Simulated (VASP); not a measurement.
A run of VASP 6.6.1:

The input INCAR:

```
ALGO     = Normal         # electronic algorithm
EDIFF    = 1E-6           # SCF threshold, eV
ENCUT    = 570            # plane-wave cutoff, eV
GGA      = CA             # functional
GGA_COMPAT= F            
ISIF     = 2              # what is computed and relaxed
ISMEAR   = 0              # smearing method
ISPIN    = 2              # spin polarisation
LASPH    = T              # aspherical terms in the spheres
LCHARG   = F              # write CHGCAR
LMAXMIX  = 4              # l up to which the mixer works
LORBIT   = 11             # projections on sites
LREAL    = F              # projectors in reciprocal space
LWAVE    = F              # write WAVECAR
MAGMOM   = 0.45 0.45      # initial moments
NBANDS   = 29             # bands
NELM     = 200            # most SCF steps
NUPDOWN  = 0.9            # fixed moment
PREC     = Accurate       # precision mode
SIGMA    = 0.15           # smearing width, eV
```

KPOINTS

```
k-points
0
Gamma
  21 21 10
```

POSCAR

```
Pt
1.0
    2.8619386323      0.0000000000      0.0000000000
   -1.4309693161      2.4785115596      0.0000000000
    0.0000000000      0.0000000000      4.9418131020
Pt
2
Direct
    0.6666666667      0.3333333333      0.7500000000
    0.3333333333      0.6666666667      0.2500000000
```

Potentials or basis: VASP PAW LDA potentials, release 64 (Pt_sv_GW).

Run with:

```bash
$ cat potpaw_LDA.64/Pt_sv_GW/POTCAR > POTCAR
$ mpirun -np 1 vasp_std > vasp.out
```

Hardware: 1 thread of Intel(R) Xeon(R) 6975P-C (Granite Rapids), with other jobs on the host.

Task: How long does it take, and how much memory?

Result: It took 2.9 min on 1 thread of Intel(R) Xeon(R) 6975P-C (Granite Rapids), with other jobs on the host, peak memory 0.52 GiB. Counts: scf iterations 13, k points 288.
